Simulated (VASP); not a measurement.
# Al16CN15 (a cell with a defect) in VASP: notebook, part 2 of 2

VASP 6.6.1. The steps go on from the part before.

### 3 Single point, PBE, collinear spin

The input, INCAR:

```
SYSTEM = Al16CN15
ALGO     = Normal         ! electronic algorithm
EDIFF    = 1E-6           ! SCF threshold, eV
ENCUT    = 520            ! plane-wave cutoff, eV
GGA      = PE             ! functional
GGA_COMPAT= .False.      
ISIF     = 2              ! what is computed and relaxed
ISMEAR   = -1             ! smearing method
ISPIN    = 2              ! spin polarisation
LASPH    = .True.         ! aspherical terms in the spheres
LCHARG   = .False.        ! write CHGCAR
LORBIT   = 11             ! projections on sites
LREAL    = Auto         
LWAVE    = .False.        ! write WAVECAR
MAGMOM   = 0 0 0 0 0 0.01 0 0 0 0 0 0 0 0.02 0 0 0.03 0 0 0 0.11 0.03 0.01 0 0.05 0.01 0.01 0 0 0 0.04 0.4 ! initial moments
NBANDS   = 90             ! bands
NELM     = 200            ! most SCF steps
NUPDOWN  = 1.0            ! fixed moment
PREC     = Accurate       ! precision mode
SIGMA    = 0.01           ! smearing width, eV
```

The input, KPOINTS:

```
k-points
0
Gamma
  1 1 1
  0 0 0
```

The input, POSCAR:

```
Al16CN15
1.0
    6.2595139326      0.0000000578      0.0000000000
   -3.1297570163      5.4208980521      0.0000000000
    0.0000000000      0.0000000000     10.0348065068
Al N C
16 15 1
Direct
    0.3312269578      0.1671699713      0.2523508731
    0.1682477922      0.3330337072      0.4996291420
    0.3343692860      0.1666851227      0.7513893051
    0.1660942398      0.3339916129      1.0010130096
    0.3295618429      0.6670789398      0.2507595230
    0.1753272180      0.8374871573      0.5030487874
    0.3345581618      0.6644310840      0.7499593577
    0.1649932284      0.8339999494      0.9987803759
    0.8321038149      0.1695965975      0.2504668778
    0.6645863274      0.3262807122      0.5020122495
    0.8360764685      0.1656182538      0.7499690711
    0.6655653175      0.3340172521      0.9989161027
    0.8258015166      0.6699037266      0.2452233147
    0.6639596684      0.8382543425      0.4960718431
    0.8357244492      0.6650988424      0.7479480514
    0.6653489513      0.8348458296      0.9986931177
    0.3337926446      0.1678071524      0.4411804105
    0.1661927194      0.3331021017      0.1905280042
    0.3308301051      0.1686596707      0.9407925175
    0.1692518095      0.3312622912      0.6899148566
    0.3326243889      0.6679164883      0.4396277041
    0.1640938592      0.8326588839      0.1899184231
    0.3313998392      0.6680958616      0.9398899481
    0.1731047828      0.8334426327      0.6935013843
    0.8335698789      0.1687897754      0.4393163540
    0.6644703019      0.3329857386      0.1892695955
    0.8324586533      0.1689762380      0.9397307774
    0.6678614372      0.3281731324      0.6929652830
    0.6629509306      0.8361750100      0.1878229965
    0.8307631551      0.6686518554      0.9393209264
    0.6696344523      0.8304043364      0.6886268969
    0.8368766530      0.6659207078      0.4452033847
```

Potentials or basis: VASP PAW PBE potentials, release 64 (Al, N, C).

The run is started by

```console
$ cat potpaw_PBE.64/Al/POTCAR potpaw_PBE.64/N/POTCAR potpaw_PBE.64/C/POTCAR > POTCAR
$ mpirun -np 1 vasp_gam > vasp.out
```

OUTCAR:

```text
SYSTEM = Al16CN15
   EDIFF = 1E-6
   ENCUT = 520
   GGA = PE
   ISIF = 2
   ISMEAR = -1
   ISPIN = 2
   LASPH = .True.
   LORBIT = 11
   LREAL = Auto
   NELM = 200
   NUPDOWN = 1.0
   PREC = Accurate

 ion  position               nearest neighbor table
   1  0.331  0.167  0.252-  17 1.89  18 1.90  26 1.91  22 1.92   2 3.06   6 3.09  10 3.09   4 3.10
                             8 3.12  13 3.12  12 3.12   5 3.13   9 3.13   9 3.13   5 3.13  13 3.14
   2  0.168  0.333  0.500-  17 1.89  20 1.91  25 1.91  21 1.91   1 3.06   5 3.08   7 3.09  11 3.09
                             9 3.09   3 3.10   6 3.12  14 3.13  10 3.13  10 3.13  14 3.13   6 3.14
   3  0.334  0.167  0.751-  20 1.89  24 1.90  28 1.90  19 1.90  12 3.06   6 3.07   8 3.07  10 3.08
                             4 3.10   2 3.10   7 3.12  11 3.12  15 3.13  15 3.13  11 3.14   7 3.14
   4  0.166  0.334  0.001-  19 1.89  18 1.90  27 1.91  23 1.91   5 3.09   9 3.09  11 3.09   7 3.09
                             3 3.10   1 3.10   8 3.13  12 3.13  16 3.13  16 3.13  12 3.13   8 3.13
[... 496 lines left out ...]
      3.15427      3.60989      4.46753         0.087175     -0.604880     -0.589623
 -----------------------------------------------------------------------------------
    total drift:                               -0.010455      0.005393      0.015045

  FREE ENERGIE OF THE ION-ELECTRON SYSTEM (eV)
  ---------------------------------------------------
  free  energy   TOTEN  =      -224.4218471101 eV

  energy  without entropy=     -224.4218430964  energy(sigma->0) =     -224.42184510

 total charge

# of ion       s       p       d       tot
------------------------------------------
    1        0.340   0.437   0.000   0.777
    2        0.339   0.436   0.000   0.774
    3        0.342   0.444   0.000   0.786
    4        0.341   0.439   0.000   0.780
    5        0.340   0.439   0.000   0.780
    6        0.356   0.454   0.000   0.811
[... 24 lines left out ...]
   31        1.197   2.661   0.000   3.857
   32        0.839   1.666   0.000   2.505
--------------------------------------------------
tot         24.263  48.936   0.000  73.199

 magnetization (x)

# of ion       s       p       d       tot
------------------------------------------
    1       -0.000  -0.000   0.000  -0.000
    2       -0.000  -0.001   0.000  -0.001
    3       -0.000   0.000   0.000  -0.000
    4        0.000   0.000   0.000   0.000
    5       -0.000  -0.001   0.000  -0.001
    6       -0.000   0.014   0.000   0.013
[... 24 lines left out ...]
   31        0.002   0.035   0.000   0.037
   32        0.015   0.297   0.000   0.311
--------------------------------------------------
tot          0.018   0.585   0.000   0.603
```

Run time: 2.7 min. Hardware: 1 thread of Intel Xeon Platinum 8488C (Sapphire Rapids), shared host; peak memory 0.57 GiB.

What came out:

```
Free energy                                           : -224.4218 eV
Pressure                                              : 3.0 GPa
Largest force                                         : 1.080 eV/Å
Net moment                                            : 1.00 μB per cell
Site moments                                          : Al -0.00, +0.00, +0.01, -0.01, +0.04 (each value once); N +0.02, +0.00, +0.10, +0.01, +0.04 (each value once); C +0.31 μB
Valence electrons inside the program's atomic spheres : Al 0.78, 0.77, 0.79, 0.81, 0.82 (each value once); N 3.89, 3.88, 3.86, 3.87 (each value once); C 2.50
```

Forces in eV/Å, atoms in the order of the input:
```
Al   0.230 -0.111 -0.838
Al  -0.117 -0.198 -0.137
Al   0.316 -0.140 -0.309
Al  -0.112  0.089 -0.523
Al   0.015  0.019 -1.080
Al  -0.537  0.740  0.474
Al   0.137  0.120 -0.191
Al  -0.021  0.088 -0.352
Al  -0.060 -0.010 -0.815
Al  -0.200  0.273 -0.037
Al  -0.096 -0.132 -0.300
Al  -0.135 -0.022 -0.337
Al   0.403 -0.350 -0.119
Al   0.239  0.688  0.623
Al   0.083 -0.113 -0.582
Al  -0.199  0.093 -0.456
N    0.194 -0.148  0.372
N   -0.147  0.119  0.730
N    0.099 -0.065  0.423
N   -0.208  0.158  0.182
N    0.208 -0.329  0.227
N   -0.069  0.111  0.380
N    0.190 -0.204  0.430
N    0.041  0.142  0.325
N    0.219 -0.216  0.321
N   -0.119 -0.011  0.215
N    0.276 -0.108  0.427
N   -0.177 -0.077  0.425
N   -0.321  0.133  0.501
N    0.184 -0.092  0.394
N   -0.405  0.159  0.215
C    0.087 -0.605 -0.590
```

Caveat: the k points lie up to 1.16 Å⁻¹ apart, too coarse for converged energies, forces and pressures; the total moment is fixed, so each spin has its own Fermi level and the state may be an excited one.
